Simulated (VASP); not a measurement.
# SiGeO4 (P1) in VASP: further runs

The runs below take SiGeO4 through single point, with PBE.

Program: VASP 6.6.1. These are calculated values, not measurements. Logs are shortened: lines on timing, memory, paths and dates and some standing lists are left out, and cuts for length are marked.

**1. The cell of the first run**

The typed cell holds 12 atoms: a = 5.098 Å, b = 5.181 Å, c = 8.506 Å, α = 92.62°, β = 88.80°, γ = 120.40°.

**2. Single point, PBE**

File INCAR:

```
PREC     = Accurate       # precision mode
ENCUT    = 520            # plane-wave cutoff, eV
EDIFF    = 1E-7           # SCF threshold, eV
ISMEAR   = 0              # smearing method
SIGMA    = 0.1            # smearing width, eV
LREAL    = F              # projectors in reciprocal space
LASPH    = T              # aspherical terms in the spheres
NELM     = 100            # most SCF steps
ALGO     = Normal         # electronic algorithm
ISIF     = 2              # what is computed and relaxed
LWAVE    = F              # write WAVECAR
LCHARG   = F              # write CHGCAR
GGA      = PE             # functional
NBANDS   = 54             # bands
```

File KPOINTS:

```
regular mesh
0
Gamma
  3 3 2
```

File POSCAR:

```
SiGeO4
1.0
    5.0973299224     -0.0394915854      0.0514183276
   -2.5856894953      4.4878889750     -0.1169796768
    0.0914939037     -0.1739371287      8.5039822111
Si Ge O
2 2 8
Direct
    0.3382516461      0.6331873319      0.9365125599
    0.6622353102      0.3641078047      0.4374506308
    0.6697062081      0.3019030564      0.0621348473
    0.3323690792      0.7028491272      0.5635126714
    0.0591831711      0.5699991002      1.0572824096
    0.4463096045      0.3862565168      0.9446289154
    0.6288160386      0.9612026145      0.9872005183
    0.2151093276      0.6133908838      0.7584621684
    0.5385131502      0.2691560877      0.2565670799
    0.4507938156      0.0829192786      0.5484731043
    0.6367802486      0.6513679064      0.5064759300
    1.0219324003      0.4636602920      0.4413011646
```

Potentials or basis: VASP PAW PBE potentials, release 64 (Si, Ge_d, O).

Started as:

```bash
$ cat potpaw_PBE.64/Si/POTCAR potpaw_PBE.64/Ge_d/POTCAR potpaw_PBE.64/O/POTCAR > POTCAR
$ mpirun -np 1 vasp_std > vasp.out
```

OUTCAR:

```text
PREC = Accurate
   ENCUT = 520
   EDIFF = 1E-7
   ISMEAR = 0
   LREAL = F
   LASPH = T
   NELM = 100
   ISIF = 2
   GGA = PE

 ion  position               nearest neighbor table
   1  0.338  0.633  0.937-   8 1.63   6 1.63   7 1.64   5 1.64
   2  0.662  0.364  0.437-   9 1.63  10 1.63  12 1.64  11 1.64
   3  0.670  0.302  0.062-   9 1.75   6 1.75   5 1.76   7 1.76
   4  0.332  0.703  0.564-   8 1.75  10 1.75  12 1.76  11 1.76
   5  0.059  0.570  0.057-   1 1.64   3 1.76
   6  0.446  0.386  0.945-   1 1.63   3 1.75
   7  0.629  0.961  0.987-   1 1.64   3 1.76
   8  0.215  0.613  0.758-   1 1.63   4 1.75
   9  0.539  0.269  0.257-   2 1.63   3 1.75
  10  0.451  0.083  0.548-   2 1.63   4 1.75
  11  0.637  0.651  0.506-   2 1.64   4 1.76
  12  0.022  0.464  0.441-   2 1.64   4 1.76

  LATTYP: Found a triclinic cell.
 ALAT       =     5.1089015709
 B/A-ratio  =     2.3653027887
 C/A-ratio  =     0.9978157050
 COS(alpha) =     0.0027719661
 COS(beta)  =     0.4847059156
 COS(gamma) =     0.6232403604

  Lattice vectors:

 A1 = (   2.5116404271,   4.4483973896,  -0.0655613492)
 A2 = (   0.0174448355,   8.7623492359,   8.3214411851)
 A3 = (   5.0973299224,  -0.0394915854,   0.0514183276)

Analysis of symmetry for initial positions (statically):
=====================================================================
 Subroutine PRICEL returns:
 Original cell was already a primitive cell.

 Routine SETGRP: Setting up the symmetry group for a
 triclinic supercell.

 Subroutine GETGRP returns: Found  1 space group operations
 (whereof  1 operations were pure point group operations)
 out of a pool of  2 trial point group operations.

The static configuration has the point symmetry C_1 .

Analysis of symmetry for dynamics (positions and initial velocities):
=====================================================================
 Subroutine PRICEL returns:
 Original cell was already a primitive cell.

 Routine SETGRP: Setting up the symmetry group for a
 triclinic supercell.

 Subroutine GETGRP returns: Found  1 space group operations
 (whereof  1 operations were pure point group operations)
 out of a pool of  2 trial point group operations.

The dynamic configuration has the point symmetry C_1 .

 Subroutine INISYM returns: Found  1 space group operations
 (whereof  1 operations are pure point group operations),
 and found     1 'primitive' translations

----------------------------------------------------------------------------------------

                                     Primitive cell

  volume of cell :     193.5696

  direct lattice vectors                    reciprocal lattice vectors
     5.097329922 -0.039491585  0.051418328     0.197058756  0.113540332  0.000202165
    -2.585689495  4.487888975 -0.116979677     0.001688758  0.223913789  0.004561676
     0.091493904 -0.173937129  8.503982211    -0.001168262  0.002393621  0.117653495

  length of vectors
     5.097742223  5.180793555  8.506252918     0.227428233  0.223966618  0.117683640

  position of ions in fractional coordinates (direct lattice)
     0.338251646  0.633187332  0.936512560
     0.662235310  0.364107805  0.437450631
     0.669706208  0.301903056  0.062134847
     0.332369079  0.702849127  0.563512671
     0.059183171  0.569999100  0.057282410
     0.446309605  0.386256517  0.944628915
     0.628816039  0.961202615  0.987200518
     0.215109328  0.613390884  0.758462168
     0.538513150  0.269156088  0.256567080
     0.450793816  0.082919279  0.548473104
     0.636780249  0.651367906  0.506475930
     0.021932400  0.463660292  0.441301165

  ion indices of the primitive-cell ions
   primitive index   ion index
                 1           1
                 2           2
                 3           3
                 4           4
                 5           5
                 6           6
                 7           7
                 8           8
                 9           9
                10          10
                11          11
                12          12

----------------------------------------------------------------------------------------

 KPOINTS: regular mesh

Automatic generation of k-mesh.
 Grid dimensions read from file:
 generate k-points for:    3    3    2

 Generating k-lattice:

  Cartesian coordinates                     Fractional coordinates (reciprocal lattice)
     0.065686252  0.037846777  0.000067388     0.333333333 -0.000000000  0.000000000
     0.000562919  0.074637930  0.001520559    -0.000000000  0.333333333 -0.000000000
    -0.000584131  0.001196810  0.058826747     0.000000000 -0.000000000  0.500000000

  Length of vectors
     0.075809411  0.074655539  0.058841820

  Shift w.r.t. Gamma in fractional coordinates (k-lattice)
     0.000000000  0.000000000  0.000000000

 Subroutine IBZKPT returns following result:
 ===========================================

 Found     10 irreducible k-points:

 Following reciprocal coordinates:
            Coordinates               Weight
  0.000000  0.000000  0.000000      1.000000
  0.333333 -0.000000 -0.000000      2.000000
 -0.000000  0.333333  0.000000      2.000000
  0.333333  0.333333 -0.000000      2.000000
 -0.333333  0.333333  0.000000      2.000000
  0.000000 -0.000000  0.500000      1.000000
  0.333333 -0.000000  0.500000      2.000000
  0.000000  0.333333  0.500000      2.000000
  0.333333  0.333333  0.500000      2.000000
 -0.333333  0.333333  0.500000      2.000000
   k-points           NKPTS =     10   k-points in BZ     NKDIM =     10   number of bands    NBANDS=     54
   number of dos      NEDOS =    301   number of ions     NIONS =     12
   total plane-waves  NPLWV = 102400
   dimension x,y,z NGX =    40 NGY =   40 NGZ =   64
   dimension x,y,z NGXF=    80 NGYF=   80 NGZF=  128
   ions per type =               2   2   8
   NGX,Y,Z   is equivalent  to a cutoff of  13.04, 12.84, 12.51 a.u.
   NGXF,Y,Z  is equivalent  to a cutoff of  26.09, 25.67, 25.02 a.u.
 SYSTEM =  unknown system
   PREC   = accura    normal or accurate (medium, high low for compatibility)
   ISTART =      0    job   : 0-new  1-cont  2-samecut
   ICHARG =      2    charge: 1-file 2-atom 10-const
   ISPIN  =      1    spin polarized calculation?
   LNONCOLLINEAR =      F non collinear calculations
   LSORBIT =      F    spin-orbit coupling
   LASPH  =      T    aspherical Exc in radial PAW
   ENCUT  =  520.0 eV  38.22 Ry    6.18 a.u.   9.48  9.63 15.82*2*pi/ulx,y,z
   NELM   =    100;   NELMIN=  2; NELMDL= -5     # of ELM steps
   EDIFF  = 0.1E-06   stopping-criterion for ELM
   LREAL  =      F    real-space projection
   EDIFFG = 0.1E-05   stopping-criterion for IOM
   NSW    =      0    number of steps for IOM
   IBRION =     -1    ionic relax: 0-MD 1-quasi-New 2-CG
   NFREE  =      0    steps in history (QN), initial steepest desc. (CG)
   ISIF   =      2    stress and relaxation
   ISYM   =      2    0-nonsym 1-usesym 2-fastsym
   POTIM  = 0.5000    time-step for ionic-motion
   TEBEG  =    0.0;   TEEND  =   0.0 temperature during run
   PSTRESS=    0.0 pullay stress
   NELECT =      84.0000    total number of electrons
   NUPDOWN=      -1.0000    fix difference up-down
   EMIN   =  10.00;   EMAX   =-10.00  energy-range for DOS
   EFERMI =   0.00;   METHOD = LEGACY
   ISMEAR =     0;   SIGMA  =   0.10  broadening in eV -4-tet -1-fermi 0-gaus
   EFERMI_NEDOS =   21; number of points for ismear=-14 and -15
   IALGO  =     38    algorithm
   IMIX   =      4    mixing-type and parameters
     AMIX     =   0.40;   BMIX     =  1.00
     AMIX_MAG =   1.60;   BMIX_MAG =  1.00
  volume/ion in A,a.u.               =      16.13       108.86
  Fermi-wavevector in a.u.,A,eV,Ry     =   1.239431  2.342184 20.901110  1.536188
  Thomas-Fermi vector in A             =   2.373914
   LORBIT       =      0    0 simple, 1 ext, 2 COOP (PROOUT), +10 PAW based schemes
   GGA     = PE    functional components
   LHFCALC =     F    Hartree Fock is set to
   AEXX    =    0.0000 exact exchange contribution
   IVDW    =     0    specifies the selected vdW correction
   LEPSILON=     F    determine dielectric tensor
   LRPA    =     F    only Hartree local field effects (RPA)
 non-spin polarized calculation
 Gauss-broadening in eV      SIGMA  =   0.10
  energy-cutoff  :      520.00
  volume of cell :      193.57
 maximum number of plane-waves:      5241
 NGX is ok and might be reduce to    40
   NGX = 19   NGY = 19   NGZ = 31

 number of electron      84.0000000 magnetization

 Free energy of the ion-electron system (eV)
  ---------------------------------------------------
  ext. energy  EPLUGINS =         0.00000000
  ---------------------------------------------------
  free energy    TOTEN  =       -85.78445591 eV

  energy without entropy =      -85.78445591  energy(sigma->0) =      -85.78445591

 E-fermi :  -0.3024     XC(G=0):  -8.2364

 val. band max:       -0.8250555757   @ k =   0.3333  -0.0000  -0.0000
 cond. band min:       3.5718792646   @ k =   0.0000   0.0000   0.0000
 fundamental gap:      4.3969348403
 Fermi energy:        -0.3023928069

 k-point     1 :       0.0000    0.0000    0.0000
  band No.  band energies     occupation
      1     -24.0345      2.00000
      2     -24.0211      2.00000
      3     -24.0160      2.00000
      4     -24.0114      2.00000
      5     -24.0062      2.00000
      6     -24.0019      2.00000
[... 46 lines left out ...]
     53      10.0738      0.00000
     54      10.3427      0.00000

 k-point     2 :       0.3333   -0.0000   -0.0000
  band No.  band energies     occupation
      1     -24.0348      2.00000
      2     -24.0230      2.00000
      3     -24.0182      2.00000
      4     -24.0105      2.00000
      5     -24.0073      2.00000
      6     -24.0029      2.00000
[... 448 lines left out ...]
 k-point    10 :      -0.3333    0.3333    0.5000
  band No.  band energies     occupation
      1     -24.0388      2.00000
      2     -24.0210      2.00000
      3     -24.0156      2.00000
      4     -24.0107      2.00000
      5     -24.0053      2.00000
      6     -24.0045      2.00000
[... 46 lines left out ...]
     53       9.8603      0.00000
     54      10.3061      0.00000

------------------------ aborting loop because EDIFF is reached ----------------------------------------

  FORCE on cell =-STRESS in cart. coord.  units (eV):
  Direction    XX          YY          ZZ          XY          YZ          ZX
  --------------------------------------------------------------------------------------
  -------------------------------------------------------------------------------------
  Total       -0.1537102     -0.2172182     -0.2009518     -0.0021859     -0.0436951      0.0138638
  in kB       -1.2722607     -1.7979174     -1.6632801     -0.0180927     -0.3616652      0.1147508
  external PRESSURE =      -1.5778194 kB  Pullay stress =       0.0000000 kB

 VOLUME and BASIS-vectors are now :
 -----------------------------------------------------------------------------
  energy-cutoff  :      520.00
  volume of cell :      193.57
      direct lattice vectors                 reciprocal lattice vectors
     5.097329922 -0.039491585  0.051418328     0.197058756  0.113540332  0.000202165
    -2.585689495  4.487888975 -0.116979677     0.001688758  0.223913789  0.004561676
     0.091493904 -0.173937129  8.503982211    -0.001168262  0.002393621  0.117653495

 POSITION                                       TOTAL-FORCE (eV/Angst)
 -----------------------------------------------------------------------------------
      0.17264      2.66542      7.90741         0.024432      0.003044     -0.008651
      2.47419      1.53183      3.71153        -0.000739      0.002207     -0.010725
      2.63877      1.31765      0.52751        -0.008049     -0.010412      0.005044
     -0.07160      3.04317      4.72697        -0.010607      0.010415      0.021574
     -1.16692      2.54579      0.42349        -0.061225     -0.039425      0.022375
      1.36268      1.55154      8.01087         0.054377     -0.019890      0.037733
      0.81023      4.11723      8.31503        -0.016227      0.053322      0.020012
     -0.42016      2.61241      6.38926         0.000816      0.017946     -0.081844
      2.07250      1.14205      2.17805         0.015871      0.003174     -0.074950
      2.13362      0.25893      4.67768         0.013226     -0.076878      0.018975
      1.60798      2.81002      4.26361        -0.054539      0.022154      0.018477
     -1.04671      2.00323      3.69971         0.042664      0.034343      0.031979
 -----------------------------------------------------------------------------------
    total drift:                                0.001898      0.001614      0.000789

  FREE ENERGIE OF THE ION-ELECTRON SYSTEM (eV)
  ---------------------------------------------------
  free  energy   TOTEN  =       -85.7844559090 eV

  energy  without entropy=      -85.7844559090  energy(sigma->0) =      -85.78445591
```

Run time: 60 s. Hardware: 1 thread of Intel Xeon 6975P-C (Granite Rapids), shared host; peak memory 0.33 GiB.

Results:

| Property | Result |
| --- | --- |
| Free energy | -85.7845 eV |
| Pressure | -0.2 GPa |
| Largest force | 0.084 eV/Å |
| Band gap on the k mesh | 4.40 eV, indirect (least direct gap 4.42 eV) |

Forces in eV/Å, atoms in the order of the input:
```
Si   0.024  0.003 -0.009
Si  -0.001  0.002 -0.011
Ge  -0.008 -0.010  0.005
Ge  -0.011  0.010  0.022
O   -0.061 -0.039  0.022
O    0.054 -0.020  0.038
O   -0.016  0.053  0.020
O    0.001  0.018 -0.082
O    0.016  0.003 -0.075
O    0.013 -0.077  0.019
O   -0.055  0.022  0.018
O    0.043  0.034  0.032
```

Caveat: the k points lie up to 0.48 Å⁻¹ apart. A k mesh can miss the band edges.

[end of part 1 of 2]
